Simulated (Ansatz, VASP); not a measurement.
## One calculation of Hg, two programs

```
Hg
1.0
     0.00000    2.93860    2.93860
     2.93860    0.00000    2.93860
     2.93860    2.93860    0.00000
Hg
2
Direct
  0.87500 0.87500 0.87500
  0.12500 0.12500 0.12500
```

Change from the starting cell: volume scaled by 0.7, PAW files.

Alike in both runs: task single point; functional PBEsol; k mesh 12 × 12 × 12; occupations fermi-dirac, width 0.05 eV; no spin polarisation.

```csv
,VASP,Ansatz
version,VASP 6.6.1,Ansatz 0.2.0
potentials or method,"VASP PAW PBE potentials, release 64 (Hg)","PAW with Ansatz's default frozen-core files, scalar-relativistic"
plane-wave cutoff (eV),520,420
valence electrons in the cell,24,40
```

VASP gave:

```
pressure (GPa) : 22.7
```

Which values does Ansatz return?

Pressure (GPa): 21.2.

VASP's potentials were made for PBE, not for PBEsol. VASP's potentials hold 24 valence electrons a cell and Ansatz's 40, so a difference there can come from the potentials and not from the codes.

Neither program's run includes spin-orbit coupling.
